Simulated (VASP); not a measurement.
A run of VASP 6.6.1 is set up as follows.

File INCAR:

```
PREC = Accurate ; ENCUT = 600
EDIFF = 1E-6 ; ISMEAR = 0
SIGMA = 0.1 ; LREAL = False
LASPH = True ; NELM = 60
ALGO = Normal ; ISIF = 3
LWAVE = False ; LCHARG = False
GGA = PE ; IBRION = 2
NSW = 90 ; EDIFFG = -0.04
```

The input KPOINTS:

```
regular mesh
0
Gamma
  4 4 4
```

The input POSCAR:

```
Ge2PdF6
1.0
    0.0000000000      3.6922411500      3.6922411500
    3.6922411500      0.0000000000      3.6922411500
    3.6922411500      3.6922411500      0.0000000000
Ge Pd F
2 1 6
Direct
    0.7500000000      0.7500000000      0.7500000000
    0.2500000000      0.2500000000      0.2500000000
    0.0000000000      0.0000000000      0.0000000000
    0.5000000000      0.0000000000      0.0000000000
    0.0000000000      0.5000000000      0.5000000000
    0.0000000000      0.5000000000      0.0000000000
    0.5000000000      0.0000000000      0.5000000000
    0.0000000000      0.0000000000      0.5000000000
    0.5000000000      0.5000000000      0.0000000000
```

Potentials or basis: VASP PAW PBE potentials, release 64 (Ge_d, Pd, F).

Command:

```bash
$ cat potpaw_PBE.64/Ge_d/POTCAR potpaw_PBE.64/Pd/POTCAR potpaw_PBE.64/F/POTCAR > POTCAR
$ mpirun -np 1 vasp_std > vasp.out
```

(1) Predict the relaxed volume.

(2) Predict the relaxed cell.

(3) Estimate the space group after relaxing (to 0.1 Å).

Results:

(1) 15.56 Å³/atom.

(2) a = 5.829 Å, b = 5.829 Å, c = 5.829 Å, α = 60.00°, β = 60.00°, γ = 60.00°.

(3) Fm-3m (No. 225).

Caveat: the k points lie up to 0.33 Å⁻¹ apart in the final cell; the cell differs from its parent crystal (atoms taken out); the volume moved by over 15 % at a fixed basis, so the end points are rough.
